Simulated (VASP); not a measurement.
# CaO (Fm-3m) in VASP: a series of runs

The runs below take CaO through single point, with HSE06, r2SCAN0, LDA.

Program: VASP 6.6.1. These are calculated values, not measurements. Logs are shortened: lines on timing, memory, paths and dates and some standing lists are left out, and cuts for length are marked.

## (1) The cell of the first run

It takes space group Fm-3m (No. 225, cubic). Conventional cell: a = 4.807 Å, b = 4.807 Å, c = 4.807 Å, α = 90.00°, β = 90.00°, γ = 90.00°. Ca (site symmetry m-3m) has 6 O at 2.40 Å within 3.2 Å. Within 3.2 Å of O (site symmetry m-3m) lie 6 Ca at 2.40 Å.

## (2) Single point, HSE06

POSCAR reads:

```
CaO
1.0
    0.0000000000      2.4035556960      2.4035556960
    2.4035556960      0.0000000000      2.4035556960
    2.4035556960      2.4035556960      0.0000000000
Ca O
1 1
Direct
    0.0000000000      0.0000000000      0.0000000000
    0.5000000000      0.5000000000      0.5000000000
```

INCAR.step1 reads:

```
SYSTEM = CaO
PREC     = Accurate       ! precision mode
ENCUT    = 520            ! plane-wave cutoff, eV
EDIFF    = 1E-5           ! SCF threshold, eV
ISMEAR   = -1             ! smearing method
SIGMA    = 0.05           ! smearing width, eV
LREAL    = .FALSE.        ! projectors in reciprocal space
LASPH    = .TRUE.         ! aspherical terms in the spheres
NELM     = 60             ! most SCF steps
ALGO     = Normal         ! electronic algorithm
ISIF     = 2              ! what is computed and relaxed
LWAVE    = .TRUE.         ! write WAVECAR
LCHARG   = .FALSE.        ! write CHGCAR
NBANDS   = 15             ! bands
GGA      = PE             ! functional
```

INCAR.step2 reads:

```
SYSTEM = CaO
PREC     = Accurate       ! precision mode
ENCUT    = 520            ! plane-wave cutoff, eV
EDIFF    = 1E-6           ! SCF threshold, eV
ISMEAR   = -1             ! smearing method
SIGMA    = 0.05           ! smearing width, eV
LREAL    = .FALSE.        ! projectors in reciprocal space
LASPH    = .TRUE.         ! aspherical terms in the spheres
NELM     = 60             ! most SCF steps
ALGO     = Normal         ! electronic algorithm
ISIF     = 2              ! what is computed and relaxed
LWAVE    = .FALSE.        ! write WAVECAR
LCHARG   = .FALSE.        ! write CHGCAR
GGA      = PE             ! functional
LHFCALC  = .TRUE.         ! exact exchange
HFSCREEN = 0.2079         ! screening, 1/A
PRECFOCK = Normal       
NBANDS   = 15             ! bands
ISTART   = 1
```

KPOINTS reads:

```
Automatic mesh
0
G
  6 6 6
  0 0 0
```

Potentials or basis: VASP PAW PBE potentials, release 64 (Ca_sv, O).

On the command line:

```console
$ cat potpaw_PBE.64/Ca_sv/POTCAR potpaw_PBE.64/O/POTCAR > POTCAR
$ cp INCAR.step1 INCAR
$ mpirun -np 1 vasp_std > vasp.out
$ cp INCAR.step2 INCAR
$ mpirun -np 1 vasp_std > vasp.out
```

OUTCAR:

```text
SYSTEM = CaO
   PREC = Accurate
   ENCUT = 520
   EDIFF = 1E-6
   ISMEAR = -1
   LREAL = .FALSE.
   LASPH = .TRUE.
   NELM = 60
   ISIF = 2
   GGA = PE
   LHFCALC = .TRUE.
   HFSCREEN = 0.2079
   PRECFOCK = Normal
   ISTART = 1

 ion  position               nearest neighbor table
   1  0.000  0.000  0.000-   2 2.40   2 2.40   2 2.40   2 2.40   2 2.40   2 2.40
   2  0.500  0.500  0.500-   1 2.40   1 2.40   1 2.40   1 2.40   1 2.40   1 2.40

  LATTYP: Found a face centered cubic cell.
 ALAT       =     4.8071113920

  Lattice vectors:

 A1 = (   0.0000000000,   2.4035556960,   2.4035556960)
 A2 = (   2.4035556960,   0.0000000000,   2.4035556960)
 A3 = (   2.4035556960,   2.4035556960,   0.0000000000)

Analysis of symmetry for initial positions (statically):
=====================================================================
 Subroutine PRICEL returns:
 Original cell was already a primitive cell.

 Routine SETGRP: Setting up the symmetry group for a
 face centered cubic supercell.

 Subroutine GETGRP returns: Found 48 space group operations
 (whereof 48 operations were pure point group operations)
 out of a pool of 48 trial point group operations.

The static configuration has the point symmetry O_h .

Analysis of symmetry for dynamics (positions and initial velocities):
=====================================================================
 Subroutine PRICEL returns:
 Original cell was already a primitive cell.

 Routine SETGRP: Setting up the symmetry group for a
 face centered cubic supercell.

 Subroutine GETGRP returns: Found 48 space group operations
 (whereof 48 operations were pure point group operations)
 out of a pool of 48 trial point group operations.

The dynamic configuration has the point symmetry O_h .

 Subroutine INISYM returns: Found 48 space group operations
 (whereof 48 operations are pure point group operations),
 and found     1 'primitive' translations

----------------------------------------------------------------------------------------

                                     Primitive cell

  volume of cell :      27.7711

  direct lattice vectors                    reciprocal lattice vectors
     0.000000000  2.403555696  2.403555696    -0.208025136  0.208025136  0.208025136
     2.403555696  0.000000000  2.403555696     0.208025136 -0.208025136  0.208025136
     2.403555696  2.403555696  0.000000000     0.208025136  0.208025136 -0.208025136

  length of vectors
     3.399141063  3.399141063  3.399141063     0.360310104  0.360310104  0.360310104

  position of ions in fractional coordinates (direct lattice)
     0.000000000  0.000000000  0.000000000
     0.500000000  0.500000000  0.500000000

  ion indices of the primitive-cell ions
   primitive index   ion index
                 1           1
                 2           2

----------------------------------------------------------------------------------------

 KPOINTS: Automatic mesh

Automatic generation of k-mesh.
 Grid dimensions read from file:
 generate k-points for:    6    6    6

 Generating k-lattice:

  Cartesian coordinates                     Fractional coordinates (reciprocal lattice)
    -0.034670856  0.034670856  0.034670856     0.166666667  0.000000000  0.000000000
     0.034670856 -0.034670856  0.034670856     0.000000000  0.166666667  0.000000000
     0.034670856  0.034670856 -0.034670856     0.000000000  0.000000000  0.166666667

  Length of vectors
     0.060051684  0.060051684  0.060051684

  Shift w.r.t. Gamma in fractional coordinates (k-lattice)
     0.000000000  0.000000000  0.000000000

 Subroutine IBZKPT returns following result:
 ===========================================

 Found     16 irreducible k-points:

 Following reciprocal coordinates:
            Coordinates               Weight
  0.000000  0.000000  0.000000      1.000000
  0.166667  0.000000  0.000000      8.000000
  0.333333  0.000000  0.000000      8.000000
  0.500000  0.000000  0.000000      4.000000
  0.166667  0.166667  0.000000      6.000000
  0.333333  0.166667  0.000000     24.000000
[... 8 lines left out ...]
 -0.333333  0.333333  0.166667     24.000000
 -0.333333  0.500000  0.166667     12.000000
   k-points           NKPTS =     16   k-points in BZ     NKDIM =    216   number of bands    NBANDS=     15
   number of dos      NEDOS =    301   number of ions     NIONS =      2
   total plane-waves  NPLWV =  21952
   dimension x,y,z NGX =    28 NGY =   28 NGZ =   28
   dimension x,y,z NGXF=    56 NGYF=   56 NGZF=   56
   ions per type =               1   1
   NGX,Y,Z   is equivalent  to a cutoff of  13.69, 13.69, 13.69 a.u.
   NGXF,Y,Z  is equivalent  to a cutoff of  27.39, 27.39, 27.39 a.u.
 SYSTEM =  CaO
   PREC   = accura    normal or accurate (medium, high low for compatibility)
   ISTART =      1    job   : 0-new  1-cont  2-samecut
   ICHARG =      0    charge: 1-file 2-atom 10-const
   ISPIN  =      1    spin polarized calculation?
   LNONCOLLINEAR =      F non collinear calculations
   LSORBIT =      F    spin-orbit coupling
   LASPH  =      T    aspherical Exc in radial PAW
   ENCUT  =  520.0 eV  38.22 Ry    6.18 a.u.   6.32  6.32  6.32*2*pi/ulx,y,z
   NELM   =     60;   NELMIN=  2; NELMDL=  0     # of ELM steps
   EDIFF  = 0.1E-05   stopping-criterion for ELM
   LREAL  =      F    real-space projection
   EDIFFG = 0.1E-04   stopping-criterion for IOM
   NSW    =      0    number of steps for IOM
   IBRION =     -1    ionic relax: 0-MD 1-quasi-New 2-CG
   NFREE  =      0    steps in history (QN), initial steepest desc. (CG)
   ISIF   =      2    stress and relaxation
   ISYM   =      3    0-nonsym 1-usesym 2-fastsym
   POTIM  = 0.5000    time-step for ionic-motion
   TEBEG  =    0.0;   TEEND  =   0.0 temperature during run
   PSTRESS=    0.0 pullay stress
   NELECT =      16.0000    total number of electrons
   NUPDOWN=      -1.0000    fix difference up-down
   EMIN   =  10.00;   EMAX   =-10.00  energy-range for DOS
   EFERMI =   0.00;   METHOD = LEGACY
   ISMEAR =    -1;   SIGMA  =   0.05  broadening in eV -4-tet -1-fermi 0-gaus
   EFERMI_NEDOS =   21; number of points for ismear=-14 and -15
   IALGO  =     38    algorithm
   IMIX   =      1    mixing-type and parameters
     AMIX     =   0.40;   BMIX     =  1.00
     AMIX_MAG =   1.60;   BMIX_MAG =  1.00
  volume/ion in A,a.u.               =      13.89        93.70
  Fermi-wavevector in a.u.,A,eV,Ry     =   1.362231  2.574243 25.247954  1.855672
  Thomas-Fermi vector in A             =   2.488738
   LORBIT       =      0    0 simple, 1 ext, 2 COOP (PROOUT), +10 PAW based schemes
   GGA     = PE    functional components
   LHFCALC =     T    Hartree Fock is set to
   PRECFOCK=normal    Normal, Fast or Accurate (Low or Medium for compatibility)
   ENCUT4O =  -1.0   cutoff for four orbital integrals eV
   NKREDX  =     1    reduce k-point grid by
   NKREDY  =     1    reduce k-point grid by
   NKREDZ  =     1    reduce k-point grid by
   AEXX    =    0.2500 exact exchange contribution
   HFSCREEN=    0.2079 screening length (either q_TF or 0.3 A-1)
   HFSCREENC=   0.2079 screening length for correlation (either q_TF or 0.3 A-1)
   ENCUTFOCK=  -1.0 apply spherical cutoff to Coloumb kernel
   IVDW    =     0    specifies the selected vdW correction
   LEPSILON=     F    determine dielectric tensor
   LRPA    =     F    only Hartree local field effects (RPA)
 non-spin polarized calculation
  energy-cutoff  :      520.00
  volume of cell :       27.77
 maximum number of plane-waves:       757
 NGX is ok and might be reduce to    28
  NGX = 20; NGY = 20; NGZ = 20

 number of electron      15.9999997 magnetization

 Free energy of the ion-electron system (eV)
  ---------------------------------------------------
  ext. energy  EPLUGINS =         0.00000000
  ---------------------------------------------------
  free energy    TOTEN  =       -14.87828540 eV

  energy without entropy =      -14.87828540  energy(sigma->0) =      -14.87828540

 E-fermi :   2.4045     XC(G=0):  -8.6146

 val. band max:        1.2878917115   @ k =   0.0000   0.0000   0.0000
 cond. band min:       6.5833843586   @ k =   0.5000   0.5000   0.0000
 fundamental gap:      5.2954926472
 Fermi energy:         2.4045157763

 k-point     1 :       0.0000    0.0000    0.0000
  band No.  band energies     occupation
      1     -38.9024      2.00000
      2     -18.1923      2.00000
      3     -18.1923      2.00000
      4     -18.1923      2.00000
      5     -15.7509      2.00000
      6       1.2879      2.00000
      7       1.2879      2.00000
      8       1.2879      2.00000
      9       7.5053      0.00000
     10       9.4742      0.00000
     11       9.4742      0.00000
     12       9.4742      0.00000
     13      11.1025      0.00000
     14      11.1025      0.00000
     15      17.9623      0.00000

 k-point     2 :       0.1667    0.0000    0.0000
  band No.  band energies     occupation
      1     -38.8761      2.00000
      2     -18.6133      2.00000
      3     -18.2050      2.00000
      4     -18.2049      2.00000
      5     -15.3031      2.00000
      6       0.4000      2.00000
      7       0.9290      2.00000
      8       0.9290      2.00000
      9       8.6634      0.00000
     10       9.3934      0.00000
     11       9.9802      0.00000
     12       9.9802      0.00000
     13      11.7804      0.00000
     14      11.7804      0.00000
     15      19.0517      0.00000

 k-point     3 :       0.3333    0.0000    0.0000
  band No.  band energies     occupation
      1     -38.8230      2.00000
      2     -19.2274      2.00000
      3     -18.2300      2.00000
      4     -18.2300      2.00000
      5     -14.6295      2.00000
      6      -0.9559      2.00000
      7       0.3054      2.00000
      8       0.3054      2.00000
      9       9.7037      0.00000
     10      10.6823      0.00000
     11      11.1638      0.00000
     12      11.1638      0.00000
     13      13.2186      0.00000
     14      13.2186      0.00000
     15      18.6957      0.00000
[... 199 lines left out ...]
 k-point    15 :      -0.3333    0.3333    0.1667
  band No.  band energies     occupation
      1     -38.7718      2.00000
      2     -19.0382      2.00000
      3     -18.5366      2.00000
      4     -18.3981      2.00000
      5     -14.8374      2.00000
      6      -0.5568      2.00000
      7       0.1156      2.00000
      8       0.2114      2.00000
      9       9.6995      0.00000
     10       9.7310      0.00000
     11      12.1362      0.00000
     12      12.7086      0.00000
     13      13.7495      0.00000
     14      16.3216      0.00000
     15      17.0889      0.00000

 k-point    16 :      -0.3333    0.5000    0.1667
  band No.  band energies     occupation
      1     -38.7639      2.00000
      2     -18.7293      2.00000
      3     -18.6399      2.00000
      4     -18.5321      2.00000
      5     -15.1235      2.00000
      6      -0.0394      2.00000
      7       0.1345      2.00000
      8       0.4219      2.00000
      9       8.0602      0.00000
     10      10.9836      0.00000
     11      11.7847      0.00000
     12      13.2239      0.00000
     13      13.3084      0.00000
     14      16.3552      0.00000
     15      16.8597      0.00000

------------------------ aborting loop because EDIFF is reached ----------------------------------------

  FORCE on cell =-STRESS in cart. coord.  units (eV):
  Direction    XX          YY          ZZ          XY          YZ          ZX
  --------------------------------------------------------------------------------------
  -------------------------------------------------------------------------------------
  Total        0.0128589      0.0128589      0.0128589      0.0000000     -0.0000000      0.0000000
  in kB        0.7418578      0.7418578      0.7418578      0.0000000     -0.0000000      0.0000000
  external PRESSURE =       0.7418578 kB  Pullay stress =       0.0000000 kB

 VOLUME and BASIS-vectors are now :
 -----------------------------------------------------------------------------
  energy-cutoff  :      520.00
  volume of cell :       27.77
      direct lattice vectors                 reciprocal lattice vectors
     0.000000000  2.403555696  2.403555696    -0.208025136  0.208025136  0.208025136
     2.403555696  0.000000000  2.403555696     0.208025136 -0.208025136  0.208025136
     2.403555696  2.403555696  0.000000000     0.208025136  0.208025136 -0.208025136

 POSITION                                       TOTAL-FORCE (eV/Angst)
 -----------------------------------------------------------------------------------
      0.00000      0.00000      0.00000        -0.000000      0.000000     -0.000000
      2.40356      2.40356      2.40356         0.000000     -0.000000      0.000000
 -----------------------------------------------------------------------------------
    total drift:                               -0.000000     -0.000000     -0.000000

  FREE ENERGIE OF THE ION-ELECTRON SYSTEM (eV)
  ---------------------------------------------------
  free  energy   TOTEN  =       -14.8782853993 eV

  energy  without entropy=      -14.8782853993  energy(sigma->0) =      -14.87828540
```

Run time: 27 min. Hardware: 1 thread of AMD EPYC 7R43 (Zen 3), shared host; peak memory 0.24 GiB.

Results:

| Item | Value |
| --- | --- |
| Free energy | -14.8783 eV |
| Pressure | 0.1 GPa |
| Band gap on the k mesh | 5.30 eV (least direct gap 5.72 eV) |

Caveat: the PAW data sets were made with another functional, which shifts forces and pressure a little. A k mesh can miss the band edges.

[end of part 1 of 2]
